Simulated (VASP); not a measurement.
Runs of VASP 6.6.1 on CdP2C. The structure is tetragonal, space group P-4m2 (No. 115). The conventional cell has a = 3.305 Å, b = 3.305 Å, c = 5.972 Å, α = 90.00°, β = 90.00°, γ = 90.00°. Cd (site symmetry -4m2) has 4 P at 2.56 Å and 4 Cd at 3.30 Å within 3.4 Å. Within 2.6 Å of P (site symmetry 2mm) lie 2 C at 1.95 Å and 2 Cd at 2.56 Å. Within 2.6 Å of C (site symmetry -4m2) lie 4 P at 1.95 Å. 

```csv
level,k mesh,smearing,grid for exact exchange (PRECFOCK),share of exact exchange,screening parameter,gap on the mesh (eV),pressure (GPa),largest force (eV/Å)
r2SCAN,6 × 6 × 4,fermi-dirac 0.05 eV,-,-,-,none,0.1,0.20
r2SCAN,6 × 6 × 4,fermi-dirac 0.02 eV,-,-,-,none,0.2,0.23
PBE-based screened hybrid with 75 % exact exchange,4 × 4 × 2,fermi-dirac 0.02 eV,Normal,0.75,0.3 1/Å,none,-5.2,1.21
HSE06,4 × 4 × 2,fermi-dirac 0.02 eV,Normal,0.25,0.2079 1/Å,none,(a),0.87
```

Alike in all rows: task single point; potentials or basis VASP PAW PBE potentials, release 64 (Cd, P, C); no spin polarisation; cell as given; cutoff (eV) 520.

Question: Estimate the missing entries.

Answer: (a) -1.1.

Caveats: some runs use coarse meshes; the PAW data sets were made with another functional, which shifts forces and pressure a little.

A k mesh can miss the band edges, and the runs leave out spin-orbit coupling on Cd.

A gap of «none» marks levels without a gap at the run's occupations.
